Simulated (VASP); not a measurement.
# TiSn3O8 (P1) in VASP: a series of runs, part 2 of 2

VASP 6.6.1. Earlier steps stand in the parts before.

## Step 3: Single point, PBEsol

File INCAR:

```
SYSTEM = TiSn3O8
ALGO     = Normal         ! electronic algorithm
EDIFF    = 1E-7           ! SCF threshold, eV
ENCUT    = 520            ! plane-wave cutoff, eV
GGA      = PS             ! functional
ISIF     = 2              ! what is computed and relaxed
ISMEAR   = -1             ! smearing method
LASPH    = .TRUE.         ! aspherical terms in the spheres
LCHARG   = .FALSE.        ! write CHGCAR
LREAL    = .FALSE.        ! projectors in reciprocal space
LWAVE    = .FALSE.        ! write WAVECAR
NBANDS   = 63             ! bands
NELM     = 100            ! most SCF steps
PREC     = Accurate       ! precision mode
SIGMA    = 0.05           ! smearing width, eV
```

File KPOINTS:

```
Automatic mesh
0
Gamma
  2 2 2
  0.5 0.5 0.5
```

File POSCAR:

```
TiSn3O8
1.0
    4.7246380000      0.0000000000      0.0000000000
    0.0000000000      4.7246380000      0.0000000000
    0.0000000000      0.0000000000      6.2875870000
Sn Ti O
3 1 8
Direct
    0.9595180000      0.9921240000      0.9778080000
    0.9994210000      0.9903340000      0.5003940000
    0.4770610000      0.4825070000      0.2487720000
    0.5055180000      0.4594070000      0.7358920000
    0.3163440000      0.2665430000      0.9759960000
    0.3001640000      0.3240780000      0.5316130000
    0.6966490000      0.7324390000      0.9715370000
    0.6930920000      0.6984380000      0.4850790000
    0.1463230000      0.8233390000      0.2193530000
    0.2442370000      0.8106230000      0.7411380000
    0.8202890000      0.2132740000      0.2353220000
    0.7978630000      0.1903510000      0.7423650000
```

Potentials or basis: VASP PAW PBE potentials, release 64 (Sn_d, Ti_sv, O).

Run with:

```sh
$ cat potpaw_PBE.64/Sn_d/POTCAR potpaw_PBE.64/Ti_sv/POTCAR potpaw_PBE.64/O/POTCAR > POTCAR
$ mpirun -np 1 vasp_std > vasp.out
```

OUTCAR:

```text
SYSTEM = TiSn3O8
   EDIFF = 1E-7
   ENCUT = 520
   GGA = PS
   ISIF = 2
   ISMEAR = -1
   LASPH = .TRUE.
   LREAL = .FALSE.
   NELM = 100
   PREC = Accurate

 ion  position               nearest neighbor table
   1  0.960  0.992  0.978-   7 1.75  12 1.91   9 1.93  11 2.04   5 2.13  10 2.18   2 3.01   2 3.29
                             3 3.67   3 3.73
   2  0.999  0.990  0.500-   8 2.00  12 2.03   9 2.06  10 2.09   6 2.13  11 2.15   1 3.01   1 3.29
                             3 3.61   3 3.65   3 3.74
   3  0.477  0.483  0.249-  11 2.06   8 2.07   6 2.10   5 2.14   9 2.25   7 2.35   4 3.07   4 3.23
[... 477 lines left out ...]
  energy-cutoff  :      520.00
  volume of cell :      140.35
      direct lattice vectors                 reciprocal lattice vectors
     4.724638000  0.000000000  0.000000000     0.211656427  0.000000000  0.000000000
     0.000000000  4.724638000  0.000000000     0.000000000  0.211656427  0.000000000
     0.000000000  0.000000000  6.287587000     0.000000000  0.000000000  0.159043525

 POSITION                                       TOTAL-FORCE (eV/Angst)
 -----------------------------------------------------------------------------------
      4.53338      4.68743      6.14805         6.255684      3.584603      0.923994
      4.72190      4.67897      3.14627         0.623705     -0.807200     -1.358706
      2.25394      2.27967      1.56418         0.417169      1.755854     -2.188919
      2.38839      2.17053      4.62698         0.310375      3.439660      3.343565
      1.49461      1.25932      6.13666         0.793946      1.854170      0.250192
      1.41817      1.53115      3.34256        -1.373957     -1.343720     -3.042151
      3.29141      3.46051      6.10862        -6.334765     -7.327848     -0.106993
      3.27461      3.29987      3.04998        -1.000295     -1.151888      0.628717
      0.69132      3.88998      1.37920         3.367607     -2.640606      2.826689
      1.15393      3.82990      4.65997        -1.435579     -0.073433     -0.480391
      3.87557      1.00764      1.47961        -0.997560      1.016714      1.332538
      3.76961      0.89934      4.66768        -0.626330      1.693696     -2.128534
 -----------------------------------------------------------------------------------
    total drift:                                0.000224      0.000905     -0.000329

  FREE ENERGIE OF THE ION-ELECTRON SYSTEM (eV)
  ---------------------------------------------------
  free  energy   TOTEN  =       -84.1808132759 eV

  energy  without entropy=      -84.1808132755  energy(sigma->0) =      -84.18081328
```

OSZICAR:

```text
N       E                     dE             d eps       ncg     rms          rms(c)
DAV:   1     0.156432272839E+04    0.15643E+04   -0.47586E+04   573   0.243E+03
DAV:   2     0.238289894573E+03   -0.13260E+04   -0.12588E+04   520   0.735E+02
DAV:   3    -0.734337954501E+02   -0.31172E+03   -0.30058E+03   636   0.274E+02
DAV:   4    -0.100013456741E+03   -0.26580E+02   -0.26376E+02   672   0.885E+01
DAV:   5    -0.101220050708E+03   -0.12066E+01   -0.12051E+01   808   0.164E+01    0.298E+01
DAV:   6    -0.841209029029E+02    0.17099E+02   -0.62417E+01   748   0.867E+01    0.983E+00
DAV:   7    -0.844916369257E+02   -0.37073E+00   -0.11493E+01   616   0.208E+01    0.879E+00
DAV:   8    -0.842349137429E+02    0.25672E+00   -0.77288E-01   616   0.723E+00    0.460E+00
DAV:   9    -0.841986189163E+02    0.36295E-01   -0.48630E-01   704   0.398E+00    0.128E+00
DAV:  10    -0.841822651237E+02    0.16354E-01   -0.71383E-02   672   0.225E+00    0.653E-01
DAV:  11    -0.841814595131E+02    0.80561E-03   -0.35415E-02   760   0.131E+00    0.267E-01
DAV:  12    -0.841807871346E+02    0.67238E-03   -0.44380E-03   688   0.545E-01    0.928E-02
DAV:  13    -0.841808157501E+02   -0.28615E-04   -0.11022E-03   560   0.201E-01    0.480E-02
DAV:  14    -0.841808100651E+02    0.56850E-05   -0.11057E-04   776   0.646E-02    0.265E-02
DAV:  15    -0.841808130801E+02   -0.30150E-05   -0.34767E-05   720   0.452E-02    0.936E-03
DAV:  16    -0.841808132427E+02   -0.16257E-06   -0.12185E-05   752   0.232E-02    0.396E-03
DAV:  17    -0.841808132625E+02   -0.19805E-07   -0.22990E-06   736   0.117E-02    0.215E-03
DAV:  18    -0.841808132759E+02   -0.13451E-07   -0.21769E-07   384   0.476E-03
   1 F= -.84180813E+02 E0= -.84180813E+02  d E =-.426602E-09
```

It took 49 s on 1 thread of Intel Xeon Platinum 8259CL at 2.50GHz (Skylake/Cascade Lake), shared host; peak memory 0.25 GiB.

Results:

- Free energy: -84.1808 eV
- Pressure: 9.0 GPa
- Largest force: 9.687 eV/Å
- Band gap on the k mesh: 2.23 eV, indirect (least direct gap 2.31 eV)

Forces in eV/Å, atoms in the order of the input:
```
Sn   6.256  3.585  0.924
Sn   0.624 -0.807 -1.359
Sn   0.417  1.756 -2.189
Ti   0.310  3.440  3.344
O    0.794  1.854  0.250
O   -1.374 -1.344 -3.042
O   -6.335 -7.328 -0.107
O   -1.000 -1.152  0.629
O    3.368 -2.641  2.827
O   -1.436 -0.073 -0.480
O   -0.998  1.017  1.333
O   -0.626  1.694 -2.129
```

Stress tensor (GPa, compression positive):
```
9.53 6.53 3.78
6.53 8.71 0.04
3.78 0.04 8.72
```

Levels at points of the mesh, in eV from the valence-band top:
| k point | band 47 | band 48 | band 49 | band 50 | band 51 | band 52 | band 53 | band 54 | band 55 | band 56 |
| --- | --- | --- | --- | --- | --- | --- | --- | --- | --- | --- |
| (0.25, 0.25, 0.25) | -0.99 | -0.85 | -0.61 | -0.42 | -0.15 | 2.26 | 3.08 | 3.28 | 3.63 | 4.35 |

Caveat: the k points lie up to 0.66 Å⁻¹ apart; the PAW data sets were made with another functional, which shifts forces and pressure a little; spin-orbit coupling is left out, which moves the levels of the heavy elements. PBEsol gaps usually lie below the measured ones, often by a third to a half.

## Step 4: Single point, PBE

File INCAR:

```
PREC = Accurate
ENCUT = 520
EDIFF = 1E-6
ISMEAR = -1
SIGMA = 0.05
LREAL = F
LASPH = T
NELM = 80
ALGO = Normal
ISIF = 2
LWAVE = F
LCHARG = T
GGA = PE
LELF = T
LVHAR = T
NBANDS = 63
```

KPOINTS is that of step 3.

POSCAR is that of step 3.

Run with:

```sh
$ cat potpaw_PBE.64/Sn_d/POTCAR potpaw_PBE.64/Ti_sv/POTCAR potpaw_PBE.64/O/POTCAR > POTCAR
$ mpirun -np 1 vasp_std > vasp.out
```

Run time: 46 s. Hardware: 1 thread of Intel Xeon Platinum 8259CL at 2.50GHz (Skylake/Cascade Lake), shared host; peak memory 0.24 GiB.

The run converged. Its results:

```yaml
Free_energy: -79.2559 eV
Pressure: 15.4 GPa
Largest_force: 9.883 eV/Å
Band_gap_on_the_k_mesh: 2.27 eV, indirect (least direct gap 2.34 eV)
```

Forces in eV/Å, atoms in the order of the input:
```
Sn   6.357  3.643  0.914
Sn   0.660 -0.810 -1.386
Sn   0.366  1.801 -2.267
Ti   0.350  3.527  3.425
O    0.773  1.851  0.292
O   -1.485 -1.404 -3.139
O   -6.462 -7.478 -0.076
O   -0.998 -1.137  0.639
O    3.511 -2.765  2.874
O   -1.408 -0.107 -0.470
O   -1.017  1.096  1.373
O   -0.647  1.783 -2.180
```

Stress tensor (GPa, compression positive):
```
15.71  6.65  3.98
 6.65 14.80  0.10
 3.98  0.10 15.70
```

Levels at points of the mesh, in eV from the valence-band top:
```tsv
k point	band 49	band 50	band 51	band 52	band 53	band 54
(0.25, 0.25, 0.25)	-0.61	-0.41	-0.15	2.30	3.08	3.29
```

Caveat: the k points lie up to 0.66 Å⁻¹ apart; spin-orbit coupling is left out, which moves the levels of the heavy elements; forces of over 1 eV/Å act on the atoms, so gaps and moduli don't describe the material at rest. As with any semilocal functional, this PBE gap is likely too small.

## Step 5: The runs side by side

| level | k mesh | gap on the mesh (eV) | pressure (GPa) | largest force (eV/Å) |
| --- | --- | --- | --- | --- |
| PBE | 1 × 1 × 1 | 1.34 | 13.1 | 9.92 |
| PBEsol | 2 × 2 × 2, shifted | 2.23 | 9.0 | 9.69 |
| PBE | 2 × 2 × 2, shifted | 2.27 | 15.4 | 9.88 |

Alike in all rows: task single point; potentials or basis VASP PAW PBE potentials, release 64 (Sn_d, Ti_sv, O); no spin polarisation; cell as given; cutoff (eV) 520; smearing fermi-dirac 0.05 eV.

Caveats: all runs use coarse meshes; spin-orbit coupling is left out, which moves the levels of the heavy elements; forces of over 1 eV/Å act on the atoms, so gaps and moduli don't describe the material at rest (some runs); the PAW data sets were made with another functional, which shifts forces and pressure a little (some runs).

Total energies depend on the potentials used, so only differences within one code and one set of settings carry meaning.
